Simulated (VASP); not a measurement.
# Au (Cmcm) in VASP: further runs

Aim: see how the results for Au move with the level of theory and the settings. Levels: PBE, PBE+D4, LDA, PBE+U. Tasks: single point.

Everything below comes from runs of VASP 6.6.1. Logs are shortened: lines on timing, memory, paths and dates and some standing lists are left out, and cuts for length are marked.

## 1. The cell of the first run

The structure is orthorhombic, space group Cmcm (No. 63). Conventional cell: a = 2.823 Å, b = 5.112 Å, c = 4.893 Å, α = 90.00°, β = 90.00°, γ = 90.00°. Within 3.7 Å of Au (site symmetry m2m) lie 12 Au at 2.82 to 2.97 Å.

## 2. Single point, PBE

INCAR

```
SYSTEM = Au
PREC     = Accurate       ! precision mode
ENCUT    = 500            ! plane-wave cutoff, eV
EDIFF    = 1E-6           ! SCF threshold, eV
ISMEAR   = -4             ! smearing method
SIGMA    = 0.1            ! smearing width, eV
LREAL    = .FALSE.        ! projectors in reciprocal space
LASPH    = .TRUE.         ! aspherical terms in the spheres
NELM     = 120            ! most SCF steps
ALGO     = Normal         ! electronic algorithm
ISIF     = 2              ! what is computed and relaxed
LWAVE    = .FALSE.        ! write WAVECAR
LCHARG   = .FALSE.        ! write CHGCAR
GGA      = PE             ! functional
NBANDS   = 18             ! bands
GGA_COMPAT= .FALSE.
```

KPOINTS

```
Automatic mesh
0
G
  6 6 4
  0 0 0
```

POSCAR

```
Au
1.0
    1.4113099650     -2.5559330250      0.0000000000
    1.4113099650      2.5559330250      0.0000000000
    0.0000000000      0.0000000000      4.8931696100
Au
2
Direct
    0.6653279700      0.3346720300      0.2500000000
    0.3346720300      0.6653279700      0.7500000000
```

Potentials or basis: VASP PAW PBE potentials, release 64 (Au).

Launch:

```sh
$ cat potpaw_PBE.64/Au/POTCAR > POTCAR
$ mpirun -np 1 vasp_std > vasp.out
```

OUTCAR:

```text
SYSTEM = Au
   PREC = Accurate
   ENCUT = 500
   EDIFF = 1E-6
   ISMEAR = -4
   LREAL = .FALSE.
   LASPH = .TRUE.
   NELM = 120
   ISIF = 2
   GGA = PE

 ion  position               nearest neighbor table
   1  0.665  0.335  0.250-   2 2.95   2 2.95   2 2.95   2 2.95   2 2.97   2 2.97
   2  0.335  0.665  0.750-   1 2.95   1 2.95   1 2.95   1 2.95   1 2.97   1 2.97

  LATTYP: Found a base centered orthorhombic cell.
 ALAT       =     2.8226199300
 B/A-ratio  =     1.8110359088
 C/A-ratio  =     1.7335559627

  Lattice vectors:

 A1 = (   1.4113099650,  -2.5559330250,   0.0000000000)
 A2 = (   1.4113099650,   2.5559330250,   0.0000000000)
 A3 = (   0.0000000000,   0.0000000000,   4.8931696100)

Analysis of symmetry for initial positions (statically):
=====================================================================
 Subroutine PRICEL returns:
 Original cell was already a primitive cell.

 Routine SETGRP: Setting up the symmetry group for a
 base centered orthorhombic supercell.

 Subroutine GETGRP returns: Found  8 space group operations
 (whereof  4 operations were pure point group operations)
 out of a pool of  8 trial point group operations.

The static configuration has the point symmetry C_2h.
 The point group associated with its full space group is D_2h.

Analysis of symmetry for dynamics (positions and initial velocities):
=====================================================================
 Subroutine PRICEL returns:
 Original cell was already a primitive cell.

 Routine SETGRP: Setting up the symmetry group for a
 base centered orthorhombic supercell.

 Subroutine GETGRP returns: Found  8 space group operations
 (whereof  4 operations were pure point group operations)
 out of a pool of  8 trial point group operations.

The dynamic configuration has the point symmetry C_2h.
 The point group associated with its full space group is D_2h.

 Subroutine INISYM returns: Found  8 space group operations
 (whereof  4 operations are pure point group operations),
 and found     1 'primitive' translations

----------------------------------------------------------------------------------------

                                     Primitive cell

  volume of cell :      35.3014

  direct lattice vectors                    reciprocal lattice vectors
     1.411309965 -2.555933025  0.000000000     0.354280783 -0.195623279  0.000000000
     1.411309965  2.555933025  0.000000000     0.354280783  0.195623279  0.000000000
     0.000000000  0.000000000  4.893169610     0.000000000  0.000000000  0.204366511

  length of vectors
     2.919689957  2.919689957  4.893169610     0.404701545  0.404701545  0.204366511

  position of ions in fractional coordinates (direct lattice)
     0.665327970  0.334672030  0.250000000
     0.334672030  0.665327970  0.750000000

  ion indices of the primitive-cell ions
   primitive index   ion index
                 1           1
                 2           2

----------------------------------------------------------------------------------------

 KPOINTS: Automatic mesh

Automatic generation of k-mesh.
 Grid dimensions read from file:
 generate k-points for:    6    6    4

 Generating k-lattice:

  Cartesian coordinates                     Fractional coordinates (reciprocal lattice)
     0.059046797 -0.032603880  0.000000000     0.166666667  0.000000000  0.000000000
     0.059046797  0.032603880  0.000000000     0.000000000  0.166666667  0.000000000
     0.000000000  0.000000000  0.051091628     0.000000000  0.000000000  0.250000000

  Length of vectors
     0.067450258  0.067450258  0.051091628

  Shift w.r.t. Gamma in fractional coordinates (k-lattice)
     0.000000000  0.000000000  0.000000000

 TETIRR: Found    216 inequivalent tetrahedra from      864

 Subroutine IBZKPT returns following result:
 ===========================================

 Found     39 irreducible k-points:

 Following reciprocal coordinates:
            Coordinates               Weight
  0.000000  0.000000  0.000000      1.000000
  0.166667 -0.000000  0.000000      4.000000
  0.333333 -0.000000  0.000000      4.000000
  0.500000 -0.000000  0.000000      2.000000
  0.166667  0.166667  0.000000      2.000000
  0.333333  0.166667  0.000000      4.000000
[... 16 lines left out ...]
  0.333333  0.333333  0.250000      4.000000
  0.500000  0.333333  0.250000      8.000000
 [... further k-points ...]
   k-points           NKPTS =     39   k-points in BZ     NKDIM =     39   number of bands    NBANDS=     18
   number of dos      NEDOS =    301   number of ions     NIONS =      2
   total plane-waves  NPLWV =  20736
   dimension x,y,z NGX =    24 NGY =   24 NGZ =   36
   dimension x,y,z NGXF=    48 NGYF=   48 NGZF=   72
   ions per type =               2
   NGX,Y,Z   is equivalent  to a cutoff of  13.67, 13.67, 12.23 a.u.
   NGXF,Y,Z  is equivalent  to a cutoff of  27.33, 27.33, 24.46 a.u.
 SYSTEM =  Au
   PREC   = accura    normal or accurate (medium, high low for compatibility)
   ISTART =      0    job   : 0-new  1-cont  2-samecut
   ICHARG =      2    charge: 1-file 2-atom 10-const
   ISPIN  =      1    spin polarized calculation?
   LNONCOLLINEAR =      F non collinear calculations
   LSORBIT =      F    spin-orbit coupling
   LASPH  =      T    aspherical Exc in radial PAW
   ENCUT  =  500.0 eV  36.75 Ry    6.06 a.u.   5.32  5.32  8.92*2*pi/ulx,y,z
   NELM   =    120;   NELMIN=  2; NELMDL= -5     # of ELM steps
   EDIFF  = 0.1E-05   stopping-criterion for ELM
   LREAL  =      F    real-space projection
   EDIFFG = 0.1E-04   stopping-criterion for IOM
   NSW    =      0    number of steps for IOM
   IBRION =     -1    ionic relax: 0-MD 1-quasi-New 2-CG
   NFREE  =      0    steps in history (QN), initial steepest desc. (CG)
   ISIF   =      2    stress and relaxation
   ISYM   =      2    0-nonsym 1-usesym 2-fastsym
   POTIM  = 0.5000    time-step for ionic-motion
   TEBEG  =    0.0;   TEEND  =   0.0 temperature during run
   PSTRESS=    0.0 pullay stress
   NELECT =      22.0000    total number of electrons
   NUPDOWN=      -1.0000    fix difference up-down
   EMIN   =  10.00;   EMAX   =-10.00  energy-range for DOS
   EFERMI =   0.00;   METHOD = LEGACY
   ISMEAR =    -4;   SIGMA  =   0.10  broadening in eV -4-tet -1-fermi 0-gaus
   EFERMI_NEDOS =   21; number of points for ismear=-14 and -15
   IALGO  =     38    algorithm
   IMIX   =      4    mixing-type and parameters
     AMIX     =   0.40;   BMIX     =  1.00
     AMIX_MAG =   1.60;   BMIX_MAG =  1.00
  volume/ion in A,a.u.               =      17.65       119.11
  Fermi-wavevector in a.u.,A,eV,Ry     =   1.398358  2.642513 26.604898  1.955405
  Thomas-Fermi vector in A             =   2.521524
   LORBIT       =      0    0 simple, 1 ext, 2 COOP (PROOUT), +10 PAW based schemes
   GGA     = PE    functional components
   LHFCALC =     F    Hartree Fock is set to
   AEXX    =    0.0000 exact exchange contribution
   IVDW    =     0    specifies the selected vdW correction
   LEPSILON=     F    determine dielectric tensor
   LRPA    =     F    only Hartree local field effects (RPA)
 non-spin polarized calculation
 Fermi weights with tetrahedron method witout Bloechl corrections
  energy-cutoff  :      500.00
  volume of cell :       35.30
 maximum number of plane-waves:       912
 NGX is ok and might be reduce to    24
   NGX = 11   NGY = 11   NGZ = 17

 number of electron      21.9999996 magnetization

 Free energy of the ion-electron system (eV)
  ---------------------------------------------------
  ext. energy  EPLUGINS =         0.00000000
  ---------------------------------------------------
  free energy    TOTEN  =        -6.01389157 eV

  energy without entropy =       -6.01389157  energy(sigma->0) =       -6.01389157

 E-fermi :   8.9529     XC(G=0): -12.5120

 val. band max:        9.3783075700   @ k =   0.5000  -0.0000   0.0000
 cond. band min:       9.0682937701   @ k =   0.3333   0.1667   0.0000
 fundamental gap:     -0.3100138000
 Fermi energy:         8.9528757145

 k-point     1 :       0.0000    0.0000    0.0000
  band No.  band energies     occupation
      1      -0.5957      2.00000
      2       1.7620      2.00000
      3       4.1103      2.00000
      4       4.1772      2.00000
      5       4.5095      2.00000
      6       4.7523      2.00000
[... 10 lines left out ...]
     17      26.8016      0.00000
     18      27.7336      0.00000

 k-point     2 :       0.1667   -0.0000    0.0000
  band No.  band energies     occupation
      1       0.2571      2.00000
      2       2.4214      2.00000
      3       3.9717      2.00000
      4       4.5067      2.00000
      5       4.6442      2.00000
      6       4.7376      2.00000
[... 10 lines left out ...]
     17      25.3373      0.00000
     18      26.3153      0.00000

 k-point     3 :       0.3333   -0.0000    0.0000
  band No.  band energies     occupation
      1       1.9578      2.00000
      2       2.6440      2.00000
      3       3.2762      2.00000
      4       4.3611      2.00000
      5       4.6089      2.00000
      6       4.6637      2.00000
[... 10 lines left out ...]
     17      22.6130      0.00000
     18      24.6649      0.00000

 k-point     4 :       0.5000   -0.0000    0.0000
  band No.  band energies     occupation
      1       2.3274      2.00000
      2       2.3722      2.00000
      3       2.7886      2.00000
      4       4.3756      2.00000
      5       4.6785      2.00000
      6       4.9677      2.00000
[... 375 lines left out ...]
      4       3.9272      2.00000
      5       4.1195      2.00000
      6       4.8286      2.00000
[... 10 lines left out ...]
     17      25.3641      0.00000
     18      25.9919      0.00000

 k-point    23 :       0.3333    0.3333    0.2500
  band No.  band energies     occupation
      1       3.2239      2.00000
      2       3.3217      2.00000
      3       3.3480      2.00000
      4       3.9733      2.00000
      5       4.3792      2.00000
      6       4.4192      2.00000
[... 10 lines left out ...]
     17      22.1995      0.00000
     18      22.3777      0.00000

 k-point    24 :       0.5000    0.3333    0.2500
  band No.  band energies     occupation
      1       2.5007      2.00000
      2       2.9894      2.00000
      3       3.3261      2.00000
      4       3.7305      2.00000
      5       4.2916      2.00000
      6       5.0597      2.00000
[... 10 lines left out ...]
     17      21.8321      0.00000
     18      22.5778      0.00000

 [... further k-points ...]

------------------------ aborting loop because EDIFF is reached ----------------------------------------

  FORCE on cell =-STRESS in cart. coord.  units (eV):
  Direction    XX          YY          ZZ          XY          YZ          ZX
  --------------------------------------------------------------------------------------
  -------------------------------------------------------------------------------------
  Total        1.3951369      0.9245560      0.2834246      0.0000000      0.0000000      0.0000000
  in kB       63.3191764     41.9615626     12.8634082      0.0000000      0.0000000      0.0000000
  external PRESSURE =      39.3813824 kB  Pullay stress =       0.0000000 kB

 VOLUME and BASIS-vectors are now :
 -----------------------------------------------------------------------------
  energy-cutoff  :      500.00
  volume of cell :       35.30
      direct lattice vectors                 reciprocal lattice vectors
     1.411309965 -2.555933025  0.000000000     0.354280783 -0.195623279  0.000000000
     1.411309965  2.555933025  0.000000000     0.354280783  0.195623279  0.000000000
     0.000000000  0.000000000  4.893169610     0.000000000  0.000000000  0.204366511

 POSITION                                       TOTAL-FORCE (eV/Angst)
 -----------------------------------------------------------------------------------
      1.41131     -0.84513      1.22329         0.000000      0.003877      0.000000
      1.41131      0.84513      3.66988         0.000000     -0.003877     -0.000000
 -----------------------------------------------------------------------------------
    total drift:                                0.000000      0.000000     -0.000000

  FREE ENERGIE OF THE ION-ELECTRON SYSTEM (eV)
  ---------------------------------------------------
  free  energy   TOTEN  =        -6.0138915750 eV

  energy  without entropy=       -6.0138915750  energy(sigma->0) =       -6.01389157
```

Wall time 23 s (1 thread of AMD EPYC 7R43 (Zen 3), shared host); peak memory 0.13 GiB.

Results:

```
Free energy            : -6.0139 eV
Pressure               : 3.9 GPa
Largest force          : 0.004 eV/Å
Band gap on the k mesh : zero (bands 11 and 12 overlap by 6.56 eV)
```

Forces in eV/Å, atoms in the order of the input:
```
Au   0.000  0.004  0.000
Au   0.000 -0.004  0.000
```

Stress tensor (GPa, compression positive):
```
6.33 0.00 0.00
0.00 4.20 0.00
0.00 0.00 1.29
```

Caveat: the k points lie up to 0.42 Å⁻¹ apart, too coarse for converged energies and pressures of a metal; spin-orbit coupling is left out, which moves the levels of the heavy elements.

[end of part 1 of 3]
